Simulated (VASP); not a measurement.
# Si in VASP: notebook

Si is run at these levels: PBE; tasks: single point.

Everything below comes from runs of VASP 6.6.1. Logs are shortened: lines on timing, memory, paths and dates and some standing lists are left out, and cuts for length are marked.

### 1 The cell of the first run

The cell holds a slab with vacuum, 5 atoms: a = 2.738 Å, b = 2.738 Å, c = 19.615 Å, α = 90.00°, β = 90.00°, γ = 120.00°.

### 2 Single point, PBE

Input file INCAR:

```
ALGO = Normal
DIPOL = 0.5 0.5 0.500
EDIFF = 1E-7
ENCUT = 520
GGA = PE
IDIPOL = 3
ISIF = 2
ISMEAR = -1
LASPH = T
LCHARG = T
LDIPOL = T
LELF = T
LREAL = F
LVACPOTAV = T
LVHAR = T
LWAVE = F
NBANDS = 18
NELM = 100
PREC = Accurate
SIGMA = 0.05
```

Input file KPOINTS:

```
k-points
0
Gamma
  14 14 1
```

Input file POSCAR:

```
Si
1.0
    2.7375048443      0.0000000000      0.0000000000
   -1.3687524222      2.3707487382      0.0000000000
    0.0000000000      0.0000000000     19.6154000000
Si
5
Direct
    0.8333333333      0.1666666667      0.2803923547
    0.1666666667      0.8333333333      0.3893870173
    0.5000000000      0.5000000000      0.5000001311
    0.8333333333      0.1666666667      0.6106128616
    0.1666666667      0.8333333333      0.7196076453
```

Potentials or basis: VASP PAW PBE potentials, release 64 (Si).

The run is started by

```sh
cat potpaw_PBE.64/Si/POTCAR > POTCAR
mpirun -np 1 vasp_std > vasp.out
```

OUTCAR:

```text
EDIFF = 1E-7
   ENCUT = 520
   GGA = PE
   ISIF = 2
   ISMEAR = -1
   LASPH = T
   LREAL = F
   NELM = 100
   PREC = Accurate

 ion  position               nearest neighbor table
   1  0.833  0.167  0.280-   2 2.66   2 2.66   2 2.66
   2  0.167  0.833  0.389-   1 2.66   1 2.66   1 2.66   3 2.68   3 2.68   3 2.68
   3  0.500  0.500  0.500-   4 2.68   4 2.68   4 2.68   2 2.68   2 2.68   2 2.68
   4  0.833  0.167  0.611-   5 2.66   5 2.66   5 2.66   3 2.68   3 2.68   3 2.68
   5  0.167  0.833  0.720-   4 2.66   4 2.66   4 2.66

  LATTYP: Found a hexagonal cell.
 ALAT       =     2.7375048443
 C/A-ratio  =     7.1654302424

  Lattice vectors:

 A1 = (   2.7375048443,   0.0000000000,   0.0000000000)
 A2 = (  -1.3687524222,   2.3707487382,   0.0000000000)
 A3 = (   0.0000000000,   0.0000000000,  19.6154000000)

Analysis of symmetry for initial positions (statically):
=====================================================================
 Subroutine PRICEL returns:
 Original cell was already a primitive cell.

 Routine SETGRP: Setting up the symmetry group for a
 hexagonal supercell.

 Subroutine GETGRP returns: Found 12 space group operations
 (whereof  4 operations were pure point group operations)
 out of a pool of 24 trial point group operations.

The static configuration has the point symmetry C_2h.
 The point group associated with its full space group is D_3d.

Analysis of symmetry for dynamics (positions and initial velocities):
=====================================================================
 Subroutine PRICEL returns:
 Original cell was already a primitive cell.

 Routine SETGRP: Setting up the symmetry group for a
 hexagonal supercell.

 Subroutine GETGRP returns: Found 12 space group operations
 (whereof  4 operations were pure point group operations)
 out of a pool of 24 trial point group operations.

The dynamic configuration has the point symmetry C_2h.
 The point group associated with its full space group is D_3d.

 Subroutine INISYM returns: Found 12 space group operations
 (whereof  4 operations are pure point group operations),
 and found     1 'primitive' translations

----------------------------------------------------------------------------------------

                                     Primitive cell

  volume of cell :     127.3027

  direct lattice vectors                    reciprocal lattice vectors
     2.737504844  0.000000000  0.000000000     0.365296157  0.210903835  0.000000000
    -1.368752422  2.370748738  0.000000000     0.000000000  0.421807669  0.000000000
     0.000000000  0.000000000 19.615400000     0.000000000  0.000000000  0.050980352

  length of vectors
     2.737504844  2.737504844 19.615400000     0.421807669  0.421807669  0.050980352

  position of ions in fractional coordinates (direct lattice)
     0.833333333  0.166666667  0.280392355
     0.166666667  0.833333333  0.389387017
     0.500000000  0.500000000  0.500000131
     0.833333333  0.166666667  0.610612862
     0.166666667  0.833333333  0.719607645

  ion indices of the primitive-cell ions
   primitive index   ion index
                 1           1
                 2           2
                 3           3
                 4           4
                 5           5

----------------------------------------------------------------------------------------

 KPOINTS: k-points

Automatic generation of k-mesh.
 Grid dimensions read from file:
 generate k-points for:   14   14    1

 Generating k-lattice:

  Cartesian coordinates                     Fractional coordinates (reciprocal lattice)
     0.026092583  0.015064560  0.000000000     0.071428571  0.000000000  0.000000000
     0.000000000  0.030129119  0.000000000     0.000000000  0.071428571  0.000000000
     0.000000000  0.000000000  0.050980352     0.000000000  0.000000000  1.000000000

  Length of vectors
     0.030129119  0.030129119  0.050980352

  Shift w.r.t. Gamma in fractional coordinates (k-lattice)
     0.000000000  0.000000000  0.000000000

 Subroutine IBZKPT returns following result:
 ===========================================

 Found     24 irreducible k-points:

 Following reciprocal coordinates:
            Coordinates               Weight
  0.000000  0.000000  0.000000      1.000000
  0.071429  0.000000  0.000000      6.000000
  0.142857  0.000000  0.000000      6.000000
  0.214286  0.000000  0.000000      6.000000
  0.285714  0.000000  0.000000      6.000000
  0.357143  0.000000  0.000000      6.000000
[... 16 lines left out ...]
  0.285714  0.285714  0.000000      6.000000
  0.357143  0.285714  0.000000      6.000000
   k-points           NKPTS =     24   k-points in BZ     NKDIM =     24   number of bands    NBANDS=     18
   number of dos      NEDOS =    301   number of ions     NIONS =      5
   total plane-waves  NPLWV =  60000
   dimension x,y,z NGX =    20 NGY =   20 NGZ =  150
   dimension x,y,z NGXF=    40 NGYF=   40 NGZF=  300
   ions per type =               5
   NGX,Y,Z   is equivalent  to a cutoff of  12.15, 12.15, 12.71 a.u.
   NGXF,Y,Z  is equivalent  to a cutoff of  24.29, 24.29, 25.43 a.u.
 SYSTEM =  unknown system
   PREC   = accura    normal or accurate (medium, high low for compatibility)
   ISTART =      0    job   : 0-new  1-cont  2-samecut
   ICHARG =      2    charge: 1-file 2-atom 10-const
   ISPIN  =      1    spin polarized calculation?
   LNONCOLLINEAR =      F non collinear calculations
   LSORBIT =      F    spin-orbit coupling
   LASPH  =      T    aspherical Exc in radial PAW
   ENCUT  =  520.0 eV  38.22 Ry    6.18 a.u.   5.09  5.09 36.47*2*pi/ulx,y,z
   NELM   =    100;   NELMIN=  2; NELMDL= -5     # of ELM steps
   EDIFF  = 0.1E-06   stopping-criterion for ELM
   LREAL  =      F    real-space projection
   EDIFFG = 0.1E-05   stopping-criterion for IOM
   NSW    =      0    number of steps for IOM
   IBRION =     -1    ionic relax: 0-MD 1-quasi-New 2-CG
   NFREE  =      0    steps in history (QN), initial steepest desc. (CG)
   ISIF   =      2    stress and relaxation
   ISYM   =      2    0-nonsym 1-usesym 2-fastsym
   POTIM  = 0.5000    time-step for ionic-motion
   TEBEG  =    0.0;   TEEND  =   0.0 temperature during run
   PSTRESS=    0.0 pullay stress
   NELECT =      20.0000    total number of electrons
   NUPDOWN=      -1.0000    fix difference up-down
   EMIN   =  10.00;   EMAX   =-10.00  energy-range for DOS
   EFERMI =   0.00;   METHOD = LEGACY
   ISMEAR =    -1;   SIGMA  =   0.05  broadening in eV -4-tet -1-fermi 0-gaus
   EFERMI_NEDOS =   21; number of points for ismear=-14 and -15
   IALGO  =     38    algorithm
   IMIX   =      4    mixing-type and parameters
     AMIX     =   0.40;   BMIX     =  1.00
     AMIX_MAG =   1.60;   BMIX_MAG =  1.00
  volume/ion in A,a.u.               =      25.46       171.82
  Fermi-wavevector in a.u.,A,eV,Ry     =   0.883363  1.669313 10.617025  0.780329
  Thomas-Fermi vector in A             =   2.004118
   LORBIT       =      0    0 simple, 1 ext, 2 COOP (PROOUT), +10 PAW based schemes
   GGA     = PE    functional components
   LHFCALC =     F    Hartree Fock is set to
   AEXX    =    0.0000 exact exchange contribution
   IVDW    =     0    specifies the selected vdW correction
   LEPSILON=     F    determine dielectric tensor
   LRPA    =     F    only Hartree local field effects (RPA)
 non-spin polarized calculation
  energy-cutoff  :      520.00
  volume of cell :      127.30
 maximum number of plane-waves:      3459
   NGX = 11   NGY = 11   NGZ = 73

 dipolmoment           0.000000      0.000000      0.000000 electrons x Angstroem

 number of electron      19.9999999 magnetization

 dipolmoment           0.000000      0.000000     -0.000001 electrons x Angstroem

 Free energy of the ion-electron system (eV)
  ---------------------------------------------------
  ext. energy  EPLUGINS =         0.00000000
  ---------------------------------------------------
  free energy    TOTEN  =       -24.01264883 eV

  energy without entropy =      -23.99992511  energy(sigma->0) =      -24.00628697

 E-fermi :   3.9597     XC(G=0):  -7.1409

 val. band max:        3.9416280996   @ k =   0.2857   0.1429   0.0000
 cond. band min:       4.0362611043   @ k =   0.3571   0.1429   0.0000
 fundamental gap:      0.0946330047
 Fermi energy:         3.9596800942

 k-point     1 :       0.0000    0.0000    0.0000
  band No.  band energies     occupation
      1     -10.5030      2.00000
      2      -9.7676      2.00000
      3      -8.4013      2.00000
      4      -6.5647      2.00000
      5      -4.4172      2.00000
      6      -1.7211      2.00000
[... 10 lines left out ...]
     17      12.3883      0.00000
     18      12.8685      0.00000

 k-point     2 :       0.0714    0.0000    0.0000
  band No.  band energies     occupation
      1     -10.3713      2.00000
      2      -9.6364      2.00000
      3      -8.2708      2.00000
      4      -6.4349      2.00000
      5      -4.2872      2.00000
      6      -1.5974      2.00000
[... 10 lines left out ...]
     17      11.7083      0.00000
     18      11.9373      0.00000

 k-point     3 :       0.1429    0.0000    0.0000
  band No.  band energies     occupation
      1      -9.9767      2.00000
      2      -9.2432      2.00000
      3      -7.8798      2.00000
      4      -6.0462      2.00000
      5      -3.8982      2.00000
      6      -1.2274      2.00000
[... 10 lines left out ...]
     17      10.8827      0.00000
     18      11.6924      0.00000

 k-point     4 :       0.2143    0.0000    0.0000
  band No.  band energies     occupation
      1      -9.3209      2.00000
      2      -8.5898      2.00000
      3      -7.2302      2.00000
      4      -5.4006      2.00000
      5      -3.2525      2.00000
      6      -0.6156      2.00000
[... 10 lines left out ...]
     17       9.5347      0.00000
     18      10.3960      0.00000

 k-point     5 :       0.2857    0.0000    0.0000
  band No.  band energies     occupation
      1      -8.4066      2.00000
      2      -7.6790      2.00000
      3      -6.3251      2.00000
      4      -4.5020      2.00000
      5      -2.3543      2.00000
      6       0.2143      2.00000
[... 10 lines left out ...]
     17       9.9303      0.00000
     18      10.0142      0.00000

 k-point     6 :       0.3571    0.0000    0.0000
  band No.  band energies     occupation
      1      -7.2378      2.00000
      2      -6.5156      2.00000
      3      -5.1709      2.00000
      4      -3.3597      2.00000
      5      -1.2120      2.00000
      6      -0.1092      2.00000
[... 307 lines left out ...]
 k-point    21 :       0.2857    0.2143    0.0000
  band No.  band energies     occupation
      1      -5.6906      2.00000
      2      -4.9766      2.00000
      3      -3.6475      2.00000
      4      -1.8627      2.00000
      5      -0.3356      2.00000
      6       0.2333      2.00000
[... 10 lines left out ...]
     17       7.1189      0.00000
     18       7.8486      0.00000

 k-point    22 :       0.3571    0.2143    0.0000
  band No.  band energies     occupation
      1      -4.1622      2.00000
      2      -3.4712      2.00000
      3      -2.4954      2.00000
      4      -2.0320      2.00000
      5      -1.6331      2.00000
      6      -0.4477      2.00000
[... 10 lines left out ...]
     17       6.8594      0.00000
     18       7.1193      0.00000

 k-point    23 :       0.2857    0.2857    0.0000
  band No.  band energies     occupation
      1      -4.2863      2.00000
      2      -3.5849      2.00000
      3      -2.2929      2.00000
      4      -0.8624      2.00000
      5      -0.7029      2.00000
      6      -0.4620      2.00000
[... 10 lines left out ...]
     17       6.8853      0.00000
     18       7.5670      0.00000

 k-point    24 :       0.3571    0.2857    0.0000
  band No.  band energies     occupation
      1      -2.6640      2.00000
      2      -2.6550      2.00000
      3      -2.1273      2.00000
      4      -1.7607      2.00000
      5      -1.0011      2.00000
      6      -0.7611      2.00000
[... 10 lines left out ...]
     17       6.0851      0.00000
     18       7.5031      0.00000

------------------------ aborting loop because EDIFF is reached ----------------------------------------

  FORCE on cell =-STRESS in cart. coord.  units (eV):
  Direction    XX          YY          ZZ          XY          YZ          ZX
  --------------------------------------------------------------------------------------
  -------------------------------------------------------------------------------------
  Total        0.3551638      0.3551638     -0.0568209     -0.0000000      0.0000000     -0.0000000
  in kB        4.4699403      4.4699403     -0.7151234     -0.0000000      0.0000000     -0.0000000
  external PRESSURE =       2.7415857 kB  Pullay stress =       0.0000000 kB

 VOLUME and BASIS-vectors are now :
 -----------------------------------------------------------------------------
  energy-cutoff  :      520.00
  volume of cell :      127.30
      direct lattice vectors                 reciprocal lattice vectors
     2.737504844  0.000000000  0.000000000     0.365296157  0.210903835  0.000000000
    -1.368752422  2.370748738  0.000000000     0.000000000  0.421807669  0.000000000
     0.000000000  0.000000000 19.615400000     0.000000000  0.000000000  0.050980352

 POSITION                                       TOTAL-FORCE (eV/Angst)
 -----------------------------------------------------------------------------------
      2.05313      0.39512      5.50001         0.000000     -0.000000      0.006954
     -0.68438      1.97562      7.63798         0.000000     -0.000000     -0.003053
      0.68438      1.18537      9.80770        -0.000000      0.000000      0.000000
      2.05313      0.39512     11.97742        -0.000000      0.000000      0.003053
     -0.68438      1.97562     14.11539         0.000000      0.000000     -0.006954
 -----------------------------------------------------------------------------------
    total drift:                               -0.000000     -0.000000     -0.000060

  FREE ENERGIE OF THE ION-ELECTRON SYSTEM (eV)
  ---------------------------------------------------
  free  energy   TOTEN  =       -24.0126488325 eV

  energy  without entropy=      -23.9999251109  energy(sigma->0) =      -24.00628697

 vacuum level on the upper side and lower side of the slab         8.174         8.174
```

It took 2 min on 1 thread of Intel Xeon 8259CL, shared host; peak memory 0.23 GiB.

Results:

- Free energy: -24.0126 eV
- Largest force: 0.007 eV/Å
- Band gap on the k mesh: zero (bands 10 and 11 overlap by 7.06 eV)

Forces on the atoms (eV/Å):
```
Si   0.000  0.000  0.007
Si   0.000  0.000 -0.003
Si   0.000  0.000  0.000
Si   0.000  0.000  0.003
Si   0.000  0.000 -0.007
```

### 3 Single point, PBE

This run uses another cell than the first one.

Input file INCAR:

```
SYSTEM = Si
ALGO = Normal ; DIPOL = 0.5 0.5 0.500
EDIFF = 1E-6 ; ENCUT = 520
GGA = PE ; IDIPOL = 3
ISIF = 2 ; ISMEAR = -1
LASPH = .True. ; LCHARG = .False.
LDIPOL = .True. ; LREAL = .False.
LWAVE = .False. ; NBANDS = 18
NELM = 60 ; PREC = Accurate
SIGMA = 0.05
```

Input file KPOINTS:

```
k-points
0
Gamma
  14 14 1
  0 0 0
```

Input file POSCAR:

```
Si
1.0
    2.7375048443      0.0000000000      0.0000000000
   -1.3687524222      2.3707487382      0.0000000000
    0.0000000000      0.0000000000     24.9407000000
Si
5
Direct
    0.8333333330      0.1666666670      0.3207617795
    0.1666666670      0.8333333330      0.4103808895
    0.5000000000      0.5000000000      0.5000000000
    0.8333333330      0.1666666670      0.5896191105
    0.1666666670      0.8333333330      0.6792382205
```

Potentials or basis: VASP PAW PBE potentials, release 64 (Si).

The run is started by

```sh
cat potpaw_PBE.64/Si/POTCAR > POTCAR
mpirun -np 1 vasp_std > vasp.out
```

Wall time 2.9 min (1 thread of Intel Xeon 8259CL, shared host); peak memory 0.26 GiB.

Results (log left out):

```yaml
Free_energy: -23.9748 eV
Largest_force: 0.225 eV/Å
Band_gap_on_the_k_mesh: zero (bands 10 and 11 overlap by 6.60 eV)
```

Forces on the atoms (eV/Å):
```
Si   0.000  0.000  0.225
Si   0.000  0.000 -0.145
Si   0.000  0.000  0.000
Si   0.000  0.000  0.145
Si   0.000  0.000 -0.225
```

Levels at points of the mesh, in eV from the Fermi level:
```tsv
k point	band 7	band 8	band 9	band 10	band 11	band 12	band 13	band 14
(0.00, 0.00, 0.00)	-3.15	-0.32	2.32	3.82	4.20	5.40	5.66	7.75
(0.50, 0.00, 0.00)	-4.29	-4.16	-2.43	-2.25	0.14	0.56	2.30	3.31
```

The gap in the log of VASP goes by the Fermi energy; the results here count the filled bands.